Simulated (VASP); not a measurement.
Input of a VASP 6.6.1 run:

Contents of INCAR:

```
SYSTEM = Pt
PREC = Accurate ; ENCUT = 520
EDIFF = 1E-6 ; ISMEAR = 1
SIGMA = 0.15 ; LREAL = .False.
LASPH = .True. ; NELM = 100
ALGO = Normal ; ISIF = 2
LWAVE = .False. ; LCHARG = .False.
GGA = PS ; IVDW = 12
NBANDS = 17
```

The input KPOINTS:

```
regular mesh
0
Gamma
  14 14 7
  0 0 0
```

File POSCAR:

```
Pt
1.0
    2.7606700000      0.0000000000      0.0000000000
   -1.3803300000      2.3908100000      0.0000000000
    0.0000000000      0.0000000000      4.7921300000
Pt
2
Direct
    0.6666666667      0.3333333333      0.7500000000
    0.3333333333      0.6666666667      0.2500000000
```

Potentials or basis: VASP PAW PBE potentials, release 64 (Pt).

Command:

```console
$ cat potpaw_PBE.64/Pt/POTCAR > POTCAR
$ mpirun -np 1 vasp_std > vasp.out
```

Task: What does it give for the pressure?

Result: -18.8 GPa.

Task: What does it give for the dispersion energy per atom?

Result: -0.714 eV.

Task: What does it give for the band gap on the k mesh?

Result: Zero (band 10 reaches 10.67 eV, above the bottom of band 11 at 9.45 eV).

Stress tensor (GPa, compression positive):
```
-18.71   0.00   0.00
  0.00 -18.71   0.00
  0.00   0.00 -18.95
```

Caveat: three body term missing; the PAW data sets were made with another functional, which shifts forces and pressure a little; spin-orbit coupling is left out, which moves the levels of the heavy elements; pairwise dispersion overbinds metals, which lowers pressure and volume.
